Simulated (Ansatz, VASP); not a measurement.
**Co: VASP beside Ansatz**

File INCAR:

```
SYSTEM = Co
ALGO = Normal
DIPOL = 0.5 0.5 0.500
EDIFF = 1E-6
ENCUT = 520
GGA = PE
IDIPOL = 3
ISIF = 2
ISMEAR = -1
ISPIN = 2
LASPH = .TRUE.
LCHARG = .FALSE.
LDIPOL = .TRUE.
LMAXMIX = 4
LORBIT = 11
LREAL = .FALSE.
LWAVE = .FALSE.
MAGMOM = 1.7 1.7 1.7
NBANDS = 24
NELM = 150
PREC = Accurate
SIGMA = 0.1
```

Contents of KPOINTS:

```
k-points
0
G
  22 22 1
  0 0 0
```

The input POSCAR:

```
Co
1.0
    2.4930397743      0.0000000000      0.0000000000
   -1.2465198872      2.1590357772      0.0000000000
    0.0000000000      0.0000000000     20.0369000000
Co
3
Direct
    0.0000000000      0.0000000000      0.3992626231
    0.3333333340      0.6666666660      0.5000000000
    0.0000000000      0.0000000000      0.6007373769
```

Input for Ansatz:

```yaml
crystal:
  lattice:
    - [2.4930397743, 0.0, 0.0]
    - [-1.2465198872, 2.1590357772, 0.0]
    - [0.0, 0.0, 20.0369]
  atoms:
    - { symbol: Co, position: [0.0, 0.0, 0.3992626231], spin: 1.7 }
    - { symbol: Co, position: [0.333333334, 0.666666666, 0.5], spin: 1.7 }
    - { symbol: Co, position: [0.0, 0.0, 0.6007373769], spin: 1.7 }
magnetization:
  spin_polarized: true
kpoints:
  mp_grid: { grid: [22, 22, 1] }
scf:
  occupations: { method: fermi_dirac, width: 0.1 }
hamiltonian:
  xc: pbe
  pseudopotentials: { kind: all_electron, lapw: { basis_error: 0.001 } }
output:
  forces: true
  stress: true
  eigenvalues: true
  populations: true
efield:
  axis: 3
  amplitude: 0
  dipole_correction: true
```

Alike in both runs: task single point; functional PBE; k mesh 22 × 22 × 1; occupations fermi-dirac, width 0.1 eV; collinear spin.

```csv
,VASP,Ansatz
version,VASP 6.6.1,Ansatz 0.2.0
potentials or method,"VASP PAW PBE potentials, release 64 (Co), cutoff 520 eV","all-electron LAPW, scalar-relativistic"
```

```tsv
	VASP	Ansatz	Ansatz less VASP
gap on the k mesh at the Fermi level (eV)	none	none	-
rms of the force components (eV/Å)	0.111	0.100	-0.0109
net moment per atom (μB)	1.70	1.71	+0.007
size of the moment on the site where the two differ most (μB)	1.74	1.79	+0.042
```

Site moments also hang on the region over which each program counts them. Atom by atom the forces differ by 0.011 eV/Å (rms over components). A gap of «none» marks a metal or a gap that the smearing closes. Ansatz ran all-electron here, and VASP with PAW potentials.
